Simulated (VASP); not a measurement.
Here is a VASP 6.6.1 calculation.

The input POSCAR:

```
InP
1.0
    0.0000000000      2.9537876506      2.9537876506
    2.8060982681      0.0000000000      2.9537876506
    2.8060982681      2.9537876506      0.0000000000
In P
1 1
Direct
    0.0000000000      0.0000000000      0.0000000000
    0.2500000000      0.2500000000      0.2500000000
```

File INCAR.step1:

```
SYSTEM = InP
PREC     = Accurate       ! precision mode
ENCUT    = 520            ! plane-wave cutoff, eV
ISMEAR   = 0              ! smearing method
SIGMA    = 0.01           ! smearing width, eV
LREAL    = .False.        ! projectors in reciprocal space
LASPH    = .True.         ! aspherical terms in the spheres
NELM     = 60             ! most SCF steps
NBANDS   = 16             ! bands
GGA      = PE             ! functional
ALGO     = Normal         ! electronic algorithm
EDIFF    = 1E-4           ! SCF threshold, eV
LWAVE    = .True.         ! write WAVECAR
LCHARG   = .False.        ! write CHGCAR
```

Contents of INCAR.step2:

```
SYSTEM = InP
PREC     = Accurate       ! precision mode
ENCUT    = 520            ! plane-wave cutoff, eV
EDIFF    = 1E-6           ! SCF threshold, eV
ISMEAR   = 0              ! smearing method
SIGMA    = 0.01           ! smearing width, eV
LREAL    = .False.        ! projectors in reciprocal space
LASPH    = .True.         ! aspherical terms in the spheres
NELM     = 60             ! most SCF steps
ALGO     = Normal         ! electronic algorithm
ISIF     = 2              ! what is computed and relaxed
LWAVE    = .False.        ! write WAVECAR
LCHARG   = .False.        ! write CHGCAR
METAGGA  = R2SCAN         ! meta-GGA
LMIXTAU  = .True.       
NBANDS   = 16             ! bands
ISTART   = 1
```

KPOINTS

```
regular mesh
0
Gamma
  8 8 8
  0 0 0
```

Potentials or basis: VASP PAW PBE potentials, release 64 (In_d, P).

Command:

```console
$ cat potpaw_PBE.64/In_d/POTCAR potpaw_PBE.64/P/POTCAR > POTCAR
$ cp INCAR.step1 INCAR
$ mpirun -np 1 vasp_std > vasp.out
$ cp INCAR.step2 INCAR
$ mpirun -np 1 vasp_std > vasp.out
```

Problem. Estimate the band gap on the k mesh.

Solution. 1.16 eV, direct.

Problem. What does it give for the pressure?

Solution. 3.7 GPa.

Stress tensor (GPa, compression positive):
```
5.01 0.00 0.00
0.00 3.05 0.00
0.00 0.00 3.05
```

Caveat: the cell differs from its parent crystal (uniaxial x strain -5.0%); the PAW data sets were made with another functional, which shifts forces and pressure a little; spin-orbit coupling is left out, which moves the levels of the heavy elements. A k mesh can miss the band edges.
